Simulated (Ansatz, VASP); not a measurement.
Two plane-wave programs on In3P2

File INCAR:

```
SYSTEM = In3P2
ALGO     = Normal         ! electronic algorithm
EDIFF    = 1E-6           ! SCF threshold, eV
ENCUT    = 520            ! plane-wave cutoff, eV
GGA      = PE             ! functional
ISIF     = 2              ! what is computed and relaxed
ISMEAR   = 0              ! smearing method
LASPH    = .True.         ! aspherical terms in the spheres
LCHARG   = .False.        ! write CHGCAR
LREAL    = .False.        ! projectors in reciprocal space
LWAVE    = .False.        ! write WAVECAR
NBANDS   = 32             ! bands
NELM     = 100            ! most SCF steps
PREC     = Accurate       ! precision mode
SIGMA    = 0.1            ! smearing width, eV
```

Contents of KPOINTS:

```
k-points
0
Gamma
  6 6 6
  0 0 0
```

The input POSCAR:

```
In3P2
1.0
    1.8913637652      1.0919793789      8.7674304564
   -1.8913637652      1.0919793789      8.7674304564
    0.0000000000     -2.1839587579      8.7674304564
In P
3 2
Direct
    0.0000000000      0.0000000000      0.0000000000
    0.2095000000      0.2095000000      0.2095000000
    0.7905000000      0.7905000000      0.7905000000
    0.4000000000      0.4000000000      0.4000000000
    0.6000000000      0.6000000000      0.6000000000
```

Input for Ansatz:

```yaml
crystal:
  lattice:
    - [1.8913637652, 1.0919793789, 8.7674304564]
    - [-1.8913637652, 1.0919793789, 8.7674304564]
    - [0.0, -2.1839587579, 8.7674304564]
  atoms:
    - { symbol: In, position: [0.0, 0.0, 0.0] }
    - { symbol: In, position: [0.2095, 0.2095, 0.2095] }
    - { symbol: In, position: [0.7905, 0.7905, 0.7905] }
    - { symbol: P, position: [0.4, 0.4, 0.4] }
    - { symbol: P, position: [0.6, 0.6, 0.6] }
basis:
  ecutwfc: 420
kpoints:
  mp_grid: { grid: [6, 6, 6] }
hamiltonian:
  xc: pbe
scf:
  occupations: { method: gaussian, width: 0.1 }
  lower_state_search: "off"
output:
  forces: true
  stress: true
  eigenvalues: true
```

Alike in both runs: task single point; functional PBE; k mesh 6 × 6 × 6; occupations gaussian, width 0.1 eV; no spin polarisation.

|  | VASP | Ansatz |
| --- | --- | --- |
| version | VASP 6.6.1 | Ansatz 0.2.0 |
| potentials or method | VASP PAW PBE potentials, release 64 (In_d, P), cutoff 520 eV | scalar-relativistic, plane waves, PAW |
| valence electrons in the cell | 49 | 49 |

```csv
,VASP,Ansatz,Ansatz less VASP
gap on the k mesh at the Fermi level (eV),none,none,-
pressure (GPa),3.7,3.8,+0.04
"traceless stress, the component that is largest in VASP (GPa)",-4.57,-4.58,-0.006
rms of the force components (eV/Å),0.153,0.153,+0.0001
```

Atom by atom the forces differ by 0.001 eV/Å (rms over components). A gap of «none» marks a metal or a gap that the smearing closes.
